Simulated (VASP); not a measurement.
Here is a VASP 6.6.1 calculation.

Contents of INCAR:

```
PREC = Accurate
ENCUT = 650
EDIFF = 1E-6
ISMEAR = -1
SIGMA = 0.05
LREAL = Auto
LASPH = True
NELM = 120
ALGO = Normal
ISIF = 2
LWAVE = False
LCHARG = True
GGA = PE
IVDW = 12
LELF = True
LVHAR = True
ISYM = -1
NBANDS = 74
GGA_COMPAT = False
```

KPOINTS

```
explicit points
1
Reciprocal
  0.25000000   0.25000000   0.25000000 1
```

POSCAR

```
NaLi3S2
1.0
    7.4298500000      0.0771240000      0.0832730000
    0.0771240000      7.6507920000      0.0452550000
    0.0832730000      0.0452550000      7.3555290000
Li S Na
12 8 4
Direct
    0.0527667078      0.7523178895      0.3180804279
    0.2548713113      0.9388864198      0.5410362458
    0.4240808733      0.0602346530      0.9044610652
    0.5869163884      0.7430750218      0.3511264590
    0.1221471691      0.3689074373      0.8649530894
    0.3017129532      0.3250203043      0.5387238176
    0.4428387383      0.6194364422      0.6386726085
    0.3368824192      0.3193766138      0.1782397162
    0.5703142879      0.0499533985      0.3543259196
    0.9162950709      0.4268880898      0.4593896020
    0.6655986611      0.2238298929      0.6335082332
    0.0559497378      0.1143759845      0.2599727106
    0.1007772281      0.6385484993      0.6390654521
    0.3174817311      0.9412882387      0.2059664702
    0.5389927914      0.9024694943      0.6472728469
    0.0322056527      0.1629003976      0.6036926890
    0.0423125808      0.4302757694      0.1542430700
    0.4710854861      0.3526420874      0.8651583701
    0.8198875521      0.8988797907      0.1615441526
    0.5713378534      0.3887212780      0.3785105601
    0.8750255029      0.8987266600      0.7564201197
    0.1776003760      0.7163190691      0.9714848061
    0.6859468928      0.6095566379      0.0165723850
    0.7506384497      0.2419246217      0.0652038467
```

Potentials or basis: VASP PAW PBE potentials, release 64 (Li_sv, S, Na_pv).

Run with:

```bash
$ cat potpaw_PBE.64/Li_sv/POTCAR potpaw_PBE.64/S/POTCAR potpaw_PBE.64/Na_pv/POTCAR > POTCAR
$ mpirun -np 1 vasp_std > vasp.out
```

Problem. What does it give for the dispersion energy per atom?

Solution. -0.254 eV.

Problem. Estimate the pressure.

Solution. -1.8 GPa.

Problem. What does it give for the largest force?

Solution. 0.878 eV/Å.

Stress tensor (GPa, compression positive):
```
-1.72  0.55  0.26
 0.55 -2.57  0.11
 0.26  0.11 -1.07
```

Caveat: the atoms stand as in a frame of molecular dynamics.
